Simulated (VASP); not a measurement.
**InAs: single point with PBEsol**

The system is InAs.

```xyz
4
Lattice="3.1349 3.1349 0.0000 -3.1349 3.1349 0.0000 0.0000 0.0000 5.9776" Properties=species:S:1:pos:R:3 pbc="T T T"
In    1.5674    1.5674    1.4944
In   -1.5674    1.5674    4.4832
As    0.0000    0.0000    0.0000
As    0.0000    3.1349    2.9888
```

This cell differs from its parent crystal: biaxial strain in the a-b plane: +3.0 %.

| Item | Value |
| --- | --- |
| Program | VASP 6.6.1 |
| Task | single point |
| Functional | PBEsol |
| Potentials or basis | VASP PAW PBE potentials, release 64 (In_d, As) |
| Cutoff | 520 eV |
| k mesh | 12 × 12 × 10 |
| Occupations | gaussian, width 0.1 eV |
| Spin | no spin polarisation |

```
Pressure               : -2.0 GPa
Band gap on the k mesh : 0.13 eV
```

Stress tensor (GPa, compression positive):
```
-2.54  0.00  0.00
 0.00 -2.54  0.00
 0.00  0.00 -1.02
```

Levels at points of the mesh, in eV from the valence-band top:
| k point | band 16 | band 17 | band 18 | band 19 | band 20 | band 21 |
| --- | --- | --- | --- | --- | --- | --- |
| (0.00, 0.00, 0.00) | -0.60 | -0.07 | -0.07 | 0.13 | 1.41 | 1.70 |
| (0.50, 0.00, 0.00) | -2.49 | -1.12 | -1.12 | 2.25 | 2.25 | 4.79 |
| (0.50, 0.50, 0.00) | -2.07 | -2.05 | -2.05 | 1.61 | 1.61 | 2.10 |
| (0.00, 0.00, 0.50) | -1.43 | -1.43 | -1.43 | 1.99 | 1.99 | 2.63 |
| (0.50, 0.00, 0.50) | -1.05 | -0.77 | -0.77 | 0.72 | 0.72 | 4.45 |
| (0.50, 0.50, 0.50) | -2.73 | -2.65 | -2.65 | 4.15 | 4.15 | 4.39 |

Run time: 14 min on 1 thread of Oxide Virtual Turin-like Processor, with other jobs on the host, peak memory 0.54 GiB.

Caveat: the cell differs from its parent crystal (biaxial strain in the a-b plane: +3.0 %); semilocal functionals underestimate gaps, and a narrow one can read as zero; the PAW data sets were made with another functional, which shifts forces and pressure a little; spin-orbit coupling is left out, which moves the levels of the heavy elements. A k mesh can miss the band edges.
